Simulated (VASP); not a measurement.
## SnO2: single point with PBE

SnO2:

```
Sn O
1.0
     6.71553    0.04951   -0.25132
     0.04951    6.94124   -0.08962
    -0.25132   -0.08962    7.03880
Sn O
8 16
Direct
  0.45296 0.60736 0.46890
  0.30218 0.36829 0.87716
  0.76753 0.13748 0.73154
  0.42945 0.83038 0.97379
  0.97690 0.84667 0.41926
  0.44730 0.14329 0.32943
  0.02084 0.38364 0.28988
  0.84509 0.65816 0.89466
  0.48828 0.01619 0.60850
  0.13683 0.59743 0.47674
  0.43787 0.84295 0.27059
  0.40819 0.11823 0.00746
  0.74689 0.67979 0.57736
  0.38318 0.84445 0.65814
  0.88967 0.65581 0.19319
  0.73816 0.23927 0.38580
  0.56133 0.56164 0.94408
  0.99211 0.98294 0.66930
  0.43321 0.34706 0.61276
  0.12446 0.10064 0.31692
  0.72069 0.93045 0.94865
  0.17103 0.65019 0.90629
  0.95694 0.32596 0.90139
  0.33015 0.40595 0.23038
```

```yaml
Program: VASP 6.6.1
Task: single point
Functional: PBE
Potentials_or_basis: VASP PAW PBE potentials, release 64 (Sn_d, O)
Cutoff: 520 eV
k_mesh: 1 × 1 × 1
Occupations: fermi-dirac, width 0.05 eV
Spin: no spin polarisation
```

```yaml
Pressure: -1.6 GPa
Largest_force: 1.731 eV/Å
Band_gap_on_the_k_mesh: 2.35 eV
```

Forces on the atoms (eV/Å):
```
Sn   0.541  0.511 -0.361
Sn  -0.099  0.853  0.813
Sn  -0.876  0.702  0.903
Sn  -0.909 -0.829 -0.173
Sn  -0.351 -0.505 -0.003
Sn  -0.652 -0.308 -0.559
Sn  -1.363 -0.287 -0.384
Sn   1.214 -0.567 -1.097
O   -0.468 -0.241  0.310
O    0.289  0.076  0.637
O    0.225 -0.613 -0.178
O   -0.686  1.053  0.230
O    0.322 -0.241  0.109
O    0.386  0.583 -0.081
O    0.182 -0.571 -0.224
O    0.399 -0.143  0.632
O   -0.372 -0.386 -0.163
O    1.203 -0.544 -0.073
O    0.121  0.298  0.334
O    0.200 -0.315  0.018
O    0.731 -0.324 -0.483
O    0.045  0.178  0.009
O   -0.160  1.186  0.056
O    0.078  0.431 -0.271
```

Stress tensor (GPa, compression positive):
```
-1.54 -6.49 -2.40
-6.49 -2.30  3.25
-2.40  3.25 -0.93
```

Levels at points of the mesh, in eV from the valence-band top:
```csv
k point,band 102,band 103,band 104,band 105,band 106,band 107
"(0.00, 0.00, 0.00)",-0.29,-0.19,0.00,2.36,2.49,3.19
```

It took 2.6 min on 1 thread of Intel(R) Xeon(R) Platinum 8259CL CPU @ 2.50GHz (Skylake/Cascade Lake), with other jobs on the host, peak memory 0.33 GiB.

Caveat: the k points lie up to 0.94 Å⁻¹ apart; spin-orbit coupling is left out, which moves the levels of the heavy elements.
